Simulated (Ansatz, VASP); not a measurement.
## HgTe: VASP beside Ansatz

```xyz
2
Lattice="0.0000 3.4207 3.0958 3.4207 0.0000 3.0958 3.4207 3.4207 0.0000" Properties=species:S:1:pos:R:3 pbc="T T T"
Hg    0.0000    0.0000    0.0000
Te    1.7104    1.7104    1.5479
```

Change from the starting cell: epitaxial_xy strain +4.0%.

Alike in both runs: task single point; functional HSE06; k mesh 4 × 4 × 4; occupations fermi-dirac, width 0.02 eV; no spin polarisation.

|  | VASP | Ansatz |
| --- | --- | --- |
| version | VASP 6.6.1 | Ansatz 0.2.0 |
| potentials or method | VASP PAW PBE potentials, release 64 (Hg, Te) | plane waves, PAW |
| plane-wave cutoff (eV) | 520 | 420 |
| valence electrons in the cell | 18 | 36 |

|  | VASP | Ansatz | Ansatz less VASP |
| --- | --- | --- | --- |
| pressure (GPa) | -0.8 | -0.7 | +0.08 |
| traceless stress, the component that is largest in VASP (GPa) | 0.94 | 0.93 | -0.004 |

VASP's potentials hold 18 valence electrons a cell and Ansatz's 36, so a difference there can come from the potentials and not from the codes. Ansatz's warnings: stress exchange threshold loose, stress scf threshold loose.

Spin-orbit coupling is off throughout.
